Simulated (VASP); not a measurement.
HfN: single point with PBE

Crystal: HfN.

```
CELL_PARAMETERS angstrom
0.00000 2.22083 2.27381
2.27381 0.00000 2.27381
2.27381 2.22083 0.00000
ATOMIC_POSITIONS crystal
Hf 0.00000 0.00000 0.00000
N 0.50000 0.50000 0.50000
```

This cell differs from its parent crystal: mode 5 frozen in at +0.000 Å, normal strain along y -0.0233.

- Program: VASP 6.6.1
- Task: single point
- Functional: PBE
- Potentials or basis: VASP PAW PBE potentials, release 64 (Hf_pv, N)
- Cutoff: 520 eV
- k mesh: 16 × 16 × 16
- Occupations: gaussian, width 0.15 eV
- Spin: no spin polarisation
- Dipole correction: no
- Further INCAR settings: ALGO = Normal; EDIFF = 1e-06; NBANDS = 14

| Property | Result |
| --- | --- |
| Pressure | 4.5 GPa |

Stress tensor (GPa, compression positive):
```
 0.33  0.00  0.00
 0.00 12.90  0.00
 0.00  0.00  0.33
```

Levels at points of the mesh, in eV from the Fermi level:
| k point | band 5 | band 6 | band 7 | band 8 | band 9 | band 10 | band 11 | band 12 |
| --- | --- | --- | --- | --- | --- | --- | --- | --- |
| (0.00, 0.00, 0.00) | -3.09 | -3.09 | -2.97 | -0.45 | -0.45 | -0.19 | 1.51 | 1.79 |
| (0.50, 0.00, 0.00) | -8.93 | -6.23 | -6.22 | 3.27 | 3.65 | 3.80 | 4.43 | 8.58 |
| (0.50, 0.50, 0.00) | -5.51 | -3.82 | -3.73 | -3.61 | 4.04 | 5.37 | 5.70 | 5.70 |
| (0.50, 0.00, 0.50) | -5.26 | -3.89 | -3.79 | -3.79 | 4.11 | 5.54 | 5.54 | 5.61 |

Run time: 58 s on 1 thread of Intel(R) Xeon(R) Platinum 8488C (Sapphire Rapids), on a shared host, peak memory 0.23 GiB.

Caveat: the cell differs from its parent crystal (mode 5 frozen in at +0.000 Å, normal strain along y -0.0233); spin-orbit coupling is left out, which moves the levels of the heavy elements.
